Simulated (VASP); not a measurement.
# ZnSiP2 (I-42d) in VASP: further runs

ZnSiP2 is run at these levels: r2SCAN; tasks: relaxation of shape and atoms at fixed volume, relaxation of cell and atoms.

Program: VASP 6.6.1. These are calculated values, not measurements. Logs are shortened: lines on timing, memory, paths and dates and some standing lists are left out, and cuts for length are marked.

## Step 1: The cell of the first run

It takes space group I-42d (No. 122, tetragonal). Conventional cell: a = 5.484 Å, b = 5.484 Å, c = 10.667 Å, α = 90.00°, β = 90.00°, γ = 90.00°. Within 3.2 Å of Zn (site symmetry -4) lie 4 P at 2.41 Å. Within 3.0 Å of Si (site symmetry -4) lie 4 P at 2.30 Å. Within 3.0 Å of P (site symmetry 2) lie 2 Si at 2.30 Å and 2 Zn at 2.41 Å.

## Step 2: Relaxation of shape and atoms at fixed volume, r2SCAN (volume scaled by 1.06)

File POSCAR:

```
ZnSiP2
1.0
   -2.7421705729      2.7421705729      5.3332629727
    2.7421705729     -2.7421705729      5.3332629727
    2.7421705729      2.7421705729     -5.3332629727
Zn Si P
2 2 4
Direct
    0.0000000000      0.0000000000      0.0000000000
    0.7500000000      0.2500000000      0.5000000000
    0.5000000000      0.5000000000      0.0000000000
    0.2500000000      0.7500000000      0.5000000000
    0.3750000000      0.3928594239      0.5178594239
    0.8750000000      0.8571405761      0.4821405761
    0.6071405761      0.1250000000      0.9821405761
    0.1428594239      0.6250000000      0.0178594239
```

File INCAR.step1:

```
SYSTEM = ZnSiP2
PREC     = Accurate       ! precision mode
ENCUT    = 550            ! plane-wave cutoff, eV
ISMEAR   = 0              ! smearing method
SIGMA    = 0.02           ! smearing width, eV
LREAL    = .False.        ! projectors in reciprocal space
LASPH    = .True.         ! aspherical terms in the spheres
NELM     = 120            ! most SCF steps
GGA      = PE             ! functional
ALGO     = Normal         ! electronic algorithm
EDIFF    = 1E-5           ! SCF threshold, eV
LWAVE    = .True.         ! write WAVECAR
LCHARG   = .False.        ! write CHGCAR
GGA_COMPAT= .False.      
IBRION   = 2              ! ionic algorithm
ISIF     = 3              ! what is computed and relaxed
EDIFFG   = -0.005         ! ionic threshold
NELMIN   = 4            
NSW      = 100            ! ionic steps
KPAR     = 4
```

File INCAR.step2:

```
SYSTEM = ZnSiP2
PREC     = Accurate       ! precision mode
ENCUT    = 550            ! plane-wave cutoff, eV
EDIFF    = 1E-7           ! SCF threshold, eV
ISMEAR   = 0              ! smearing method
SIGMA    = 0.02           ! smearing width, eV
LREAL    = .False.        ! projectors in reciprocal space
LASPH    = .True.         ! aspherical terms in the spheres
NELM     = 120            ! most SCF steps
ALGO     = Normal         ! electronic algorithm
ISIF     = 4              ! what is computed and relaxed
LWAVE    = .False.        ! write WAVECAR
LCHARG   = .False.        ! write CHGCAR
METAGGA  = R2SCAN         ! meta-GGA
LMIXTAU  = .True.       
IBRION   = 2              ! ionic algorithm
NSW      = 50             ! ionic steps
EDIFFG   = -0.01          ! ionic threshold
ISTART   = 1            
GGA_COMPAT= .False.      
NELMIN   = 4            
KPAR     = 4
```

File KPOINTS:

```
regular mesh
0
Gamma
  8 8 8
  0 0 0
```

Potentials or basis: VASP PAW PBE potentials, release 64 (Zn, Si, P).

Started as:

```sh
cat potpaw_PBE.64/Zn/POTCAR potpaw_PBE.64/Si/POTCAR potpaw_PBE.64/P/POTCAR > POTCAR
cp INCAR.step1 INCAR
mpirun -np 4 vasp_std > vasp.out
cp INCAR.step2 INCAR
mpirun -np 4 vasp_std > vasp.out
```

OUTCAR:

```text
SYSTEM = ZnSiP2
   PREC = Accurate
   ENCUT = 550
   EDIFF = 1E-7
   ISMEAR = 0
   LREAL = .False.
   LASPH = .True.
   NELM = 120
   ISIF = 4
   METAGGA = R2SCAN
   IBRION = 2
   NSW = 50
   EDIFFG = -0.01
   ISTART = 1
   NELMIN = 4

 ion  position               nearest neighbor table
   1  0.000  0.000  0.000-   5 2.41   7 2.41   8 2.41   6 2.41
   2  0.750  0.250  0.500-   8 2.41   5 2.41   6 2.41   7 2.41
   3  0.500  0.500  0.000-   5 2.30   6 2.30   7 2.30   8 2.30
   4  0.250  0.750  0.500-   5 2.30   6 2.30   7 2.30   8 2.30
   5  0.375  0.393  0.518-   3 2.30   4 2.30   2 2.41   1 2.41
   6  0.875  0.857  0.482-   3 2.30   4 2.30   1 2.41   2 2.41
   7  0.607  0.125  0.982-   3 2.30   4 2.30   2 2.41   1 2.41
   8  0.143  0.625  0.018-   3 2.30   4 2.30   1 2.41   2 2.41

  LATTYP: Found a body centered tetragonal cell.
 ALAT       =     5.4843411458
 C/A-ratio  =     1.9449056253

  Lattice vectors:

 A1 = (  -2.7421705729,   2.7421705729,   5.3332629727)
 A2 = (   2.7421705729,  -2.7421705729,   5.3332629727)
 A3 = (   2.7421705729,   2.7421705729,  -5.3332629727)

Analysis of symmetry for initial positions (statically):
=====================================================================
 Subroutine PRICEL returns:
 Original cell was already a primitive cell.

 Routine SETGRP: Setting up the symmetry group for a
 body centered tetragonal supercell.

 Subroutine GETGRP returns: Found  8 space group operations
 (whereof  4 operations were pure point group operations)
 out of a pool of 16 trial point group operations.

The static configuration has the point symmetry S_4 .
 The point group associated with its full space group is D_2d.

Analysis of symmetry for dynamics (positions and initial velocities):
=====================================================================
 Subroutine PRICEL returns:
 Original cell was already a primitive cell.

 Routine SETGRP: Setting up the symmetry group for a
 body centered tetragonal supercell.

 Subroutine GETGRP returns: Found  8 space group operations
 (whereof  4 operations were pure point group operations)
 out of a pool of 16 trial point group operations.

The dynamic configuration has the point symmetry S_4 .
 The point group associated with its full space group is D_2d.

 Subroutine INISYM returns: Found  8 space group operations
 (whereof  4 operations are pure point group operations),
 and found     1 'primitive' translations

----------------------------------------------------------------------------------------

                                     Primitive cell

  volume of cell :     160.4139

  direct lattice vectors                    reciprocal lattice vectors
    -2.742170573  2.742170573  5.333262973     0.000000000  0.182337308  0.093751237
     2.742170573 -2.742170573  5.333262973     0.182337308  0.000000000  0.093751237
     2.742170573  2.742170573 -5.333262973     0.182337308  0.182337308  0.000000000

  length of vectors
     6.594140796  6.594140796  6.594140796     0.205027287  0.205027287  0.257863894

  position of ions in fractional coordinates (direct lattice)
     0.000000000  0.000000000  0.000000000
     0.750000000  0.250000000  0.500000000
     0.500000000  0.500000000  0.000000000
     0.250000000  0.750000000  0.500000000
     0.375000000  0.392859424  0.517859424
     0.875000000  0.857140576  0.482140576
     0.607140576  0.125000000  0.982140576
     0.142859424  0.625000000  0.017859424

  ion indices of the primitive-cell ions
   primitive index   ion index
                 1           1
                 2           2
                 3           3
                 4           4
                 5           5
                 6           6
                 7           7
                 8           8

----------------------------------------------------------------------------------------

 KPOINTS: regular mesh

Automatic generation of k-mesh.
 Grid dimensions read from file:
 generate k-points for:    8    8    8

 Generating k-lattice:

  Cartesian coordinates                     Fractional coordinates (reciprocal lattice)
     0.000000000  0.022792163  0.011718905     0.125000000  0.000000000  0.000000000
     0.022792163  0.000000000  0.011718905     0.000000000  0.125000000  0.000000000
     0.022792163  0.022792163  0.000000000     0.000000000  0.000000000  0.125000000

  Length of vectors
     0.025628411  0.025628411  0.032232987

  Shift w.r.t. Gamma in fractional coordinates (k-lattice)
     0.000000000  0.000000000  0.000000000

 Subroutine IBZKPT returns following result:
 ===========================================

 Found     59 irreducible k-points:

 Following reciprocal coordinates:
            Coordinates               Weight
  0.000000  0.000000  0.000000      1.000000
  0.125000 -0.000000  0.000000      8.000000
  0.250000 -0.000000  0.000000      8.000000
  0.375000  0.000000 -0.000000      8.000000
  0.500000 -0.000000  0.000000      4.000000
  0.125000  0.125000  0.000000      8.000000
[... 16 lines left out ...]
  0.250000  0.125000  0.125000     16.000000
  0.375000  0.125000  0.125000      8.000000
 [... further k-points ...]
   k-points           NKPTS =     59   k-points in BZ     NKDIM =     59   number of bands    NBANDS=     31
   number of dos      NEDOS =    301   number of ions     NIONS =      8
   total plane-waves  NPLWV = 125000
   dimension x,y,z NGX =    50 NGY =   50 NGZ =   50
   dimension x,y,z NGXF=   100 NGYF=  100 NGZF=  100
   ions per type =               2   2   4
   NGX,Y,Z   is equivalent  to a cutoff of  12.61, 12.61, 12.61 a.u.
   NGXF,Y,Z  is equivalent  to a cutoff of  25.21, 25.21, 25.21 a.u.
 SYSTEM =  ZnSiP2
   PREC   = accura    normal or accurate (medium, high low for compatibility)
   ISTART =      1    job   : 0-new  1-cont  2-samecut
   ICHARG =      0    charge: 1-file 2-atom 10-const
   ISPIN  =      1    spin polarized calculation?
   LNONCOLLINEAR =      F non collinear calculations
   LSORBIT =      F    spin-orbit coupling
   LASPH  =      T    aspherical Exc in radial PAW
   ENCUT  =  550.0 eV  40.42 Ry    6.36 a.u.  12.61 12.61 12.61*2*pi/ulx,y,z
   NELM   =    120;   NELMIN=  4; NELMDL=  0     # of ELM steps
   EDIFF  = 0.1E-06   stopping-criterion for ELM
   LREAL  =      F    real-space projection
   EDIFFG = -.1E-01   stopping-criterion for IOM
   NSW    =     50    number of steps for IOM
   IBRION =      2    ionic relax: 0-MD 1-quasi-New 2-CG
   NFREE  =      1    steps in history (QN), initial steepest desc. (CG)
   ISIF   =      4    stress and relaxation
   ISYM   =      2    0-nonsym 1-usesym 2-fastsym
   POTIM  = 0.5000    time-step for ionic-motion
   TEBEG  =    0.0;   TEEND  =   0.0 temperature during run
   PSTRESS=    0.0 pullay stress
   NELECT =      52.0000    total number of electrons
   NUPDOWN=      -1.0000    fix difference up-down
   EMIN   =  10.00;   EMAX   =-10.00  energy-range for DOS
   EFERMI =   0.00;   METHOD = LEGACY
   ISMEAR =     0;   SIGMA  =   0.02  broadening in eV -4-tet -1-fermi 0-gaus
   EFERMI_NEDOS =   21; number of points for ismear=-14 and -15
   IALGO  =     38    algorithm
   IMIX   =      4    mixing-type and parameters
     AMIX     =   0.40;   BMIX     =  1.00
     AMIX_MAG =   1.60;   BMIX_MAG =  1.00
  volume/ion in A,a.u.               =      20.05       135.32
  Fermi-wavevector in a.u.,A,eV,Ry     =   1.124593  2.125172 17.207411  1.264709
  Thomas-Fermi vector in A             =   2.261265
   LORBIT       =      0    0 simple, 1 ext, 2 COOP (PROOUT), +10 PAW based schemes
   METAGGA = R2SCAN    functional components
   LHFCALC =     F    Hartree Fock is set to
   AEXX    =    0.0000 exact exchange contribution
   IVDW    =     0    specifies the selected vdW correction
   LEPSILON=     F    determine dielectric tensor
   LRPA    =     F    only Hartree local field effects (RPA)
 conjugate gradient relaxation of ions
 non-spin polarized calculation
 Gauss-broadening in eV      SIGMA  =   0.02
  energy-cutoff  :      550.00
  volume of cell :      160.41
 maximum number of plane-waves:      4765
   NGX = 25   NGY = 25   NGZ = 25

--------------------------------------- Ionic step        1  -------------------------------------------

 number of electron      51.9999990 magnetization

 Free energy of the ion-electron system (eV)
  ---------------------------------------------------
  ext. energy  EPLUGINS =         0.00000000
  ---------------------------------------------------
  free energy    TOTEN  =       -74.34431145 eV

  energy without entropy =      -74.34431145  energy(sigma->0) =      -74.34431145

------------------------ aborting loop because EDIFF is reached ----------------------------------------

  FORCE on cell =-STRESS in cart. coord.  units (eV):
  Direction    XX          YY          ZZ          XY          YZ          ZX
  --------------------------------------------------------------------------------------
  -------------------------------------------------------------------------------------
  Total       -5.0674457     -5.0674457     -5.0562006      0.0000000      0.0000000      0.0000000
  in kB      -50.6124969    -50.6124969    -50.5001839      0.0000000      0.0000000      0.0000000
  external PRESSURE =     -50.5750593 kB  Pullay stress =       0.0000000 kB
[... 69 lines left out ...]
  energy  without entropy=      -74.3455080280  energy(sigma->0) =      -74.34550803

--------------------------------------- Ionic step        3  -------------------------------------------

 number of electron      51.9999990 magnetization

 Free energy of the ion-electron system (eV)
  ---------------------------------------------------
  ext. energy  EPLUGINS =         0.00000000
  ---------------------------------------------------
  free energy    TOTEN  =       -74.34576294 eV

  energy without entropy =      -74.34576294  energy(sigma->0) =      -74.34576294

 E-fermi :   3.9679     XC(G=0): -10.0935

 val. band max:        3.8894979662   @ k =   0.0000   0.0000   0.0000
 cond. band min:       5.5909684657   @ k =   0.0000   0.0000   0.0000
 fundamental gap:      1.7014704995
 Fermi energy:         3.9678864674

 k-point     1 :       0.0000    0.0000    0.0000
  band No.  band energies     occupation
      1      -9.3263      2.00000
      2      -6.4502      2.00000
      3      -6.4358      2.00000
      4      -6.4358      2.00000
      5      -4.8189      2.00000
      6      -2.8796      2.00000
[... 805 lines left out ...]
     30       7.8642      0.00000
     31       8.3106      0.00000

 [... further k-points ...]
[... 5 lines left out ...]
  --------------------------------------------------------------------------------------
  -------------------------------------------------------------------------------------
  Total       -4.9572198     -4.9572198     -5.0495753      0.0000000     -0.0000000      0.0000000
  in kB      -49.5115862    -49.5115862    -50.4340120      0.0000000     -0.0000000      0.0000000
  external PRESSURE =     -49.8190615 kB  Pullay stress =       0.0000000 kB
[... 23 lines left out ...]
  FREE ENERGIE OF THE ION-ELECTRON SYSTEM (eV)
  ---------------------------------------------------
  free  energy   TOTEN  =       -74.3457629399 eV

  energy  without entropy=      -74.3457629399  energy(sigma->0) =      -74.34576294

 reached required accuracy - stopping structural energy minimisation
```

Run time: 15 min. Hardware: 4 MPI ranks of Intel Xeon 6975P-C (Granite Rapids), shared host; peak memory 0.6 GiB.

Results:

- Free energy: -74.3458 eV
- Energy gained by relaxing: 0.2 meV/atom
- Ionic steps: 3
- Pressure after relaxing: -5.0 GPa
- Band gap on the k mesh: 1.70 eV, direct

Stress tensor (GPa, compression positive):
```
-4.95  0.00  0.00
 0.00 -4.95  0.00
 0.00  0.00 -5.04
```

Step by step:
```csv
step,energy change (eV),largest force (eV/Å),pressure (GPa),volume (Å³)
1,0.0000,0.0963,-5.06,160.41
2,-0.0012,0.0443,-5.02,160.41
3,-0.0015,0.0003,-4.98,160.41
```

Final structure:
```cif
data_structure
_symmetry_space_group_name_H-M 'P 1'
_symmetry_Int_Tables_number 1
_cell_length_a 6.5944
_cell_length_b 6.5944
_cell_length_c 6.5944
_cell_angle_alpha 130.859
_cell_angle_beta 130.859
_cell_angle_gamma 72.038
_cell_volume 160.41
loop_
_atom_site_label
_atom_site_type_symbol
_atom_site_fract_x
_atom_site_fract_y
_atom_site_fract_z
_atom_site_occupancy
Zn1 Zn 0.00000 0.00000 0.00000 1
Zn2 Zn 0.75000 0.25000 0.50000 1
Si1 Si 0.50000 0.50000 0.00000 1
Si2 Si 0.25000 0.75000 0.50000 1
P1 P 0.37500 0.39442 0.51942 1
P2 P 0.87500 0.85558 0.48058 1
P3 P 0.60558 0.12500 0.98058 1
P4 P 0.14442 0.62500 0.01942 1
```

Caveat: the cell differs from its parent crystal (volume scaled by 1.06); the PAW data sets were made with another functional, which shifts forces and pressure a little. A k mesh can miss the band edges.

(Part 1 of 2 ends here.)
